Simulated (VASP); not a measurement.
A run of VASP 6.6.1 is set up as follows.

Contents of INCAR:

```
SYSTEM = Hf2C
ALGO = Normal ; EDIFF = 1E-6
ENCUT = 520 ; GGA = PS
ISIF = 2 ; ISMEAR = 0
LASPH = .TRUE. ; LCHARG = .FALSE.
LREAL = .FALSE. ; LWAVE = .FALSE.
NBANDS = 19 ; NELM = 80
PREC = Accurate ; SIGMA = 0.1
```

KPOINTS

```
k-points
0
G
  18 18 18
  0 0 0
```

Contents of POSCAR:

```
Hf2C
1.0
    1.6277691304      0.9397929457      5.2057660546
   -1.6277691304      0.9397929457      5.2057660546
    0.0000000000     -1.8795858913      5.2057660546
Hf C
2 1
Direct
    0.2461363901      0.2461363901      0.2461363901
    0.7538636099      0.7538636099      0.7538636099
    0.5000000000      0.5000000000      0.5000000000
```

Potentials or basis: VASP PAW PBE potentials, release 64 (Hf_pv, C).

Run with:

```console
$ cat potpaw_PBE.64/Hf_pv/POTCAR potpaw_PBE.64/C/POTCAR > POTCAR
$ mpirun -np 1 vasp_std > vasp.out
```

Predict the largest force.

0.058 eV/Å.

Estimate the band gap on the k mesh.

zero (bands 12 and 13 overlap by 1.57 eV).

Stress tensor (GPa, compression positive):
```
-0.47  0.00  0.00
 0.00 -0.47  0.00
 0.00  0.00 -0.39
```

Caveat: the PAW data sets were made with another functional, which shifts forces and pressure a little; spin-orbit coupling is left out, which moves the levels of the heavy elements.
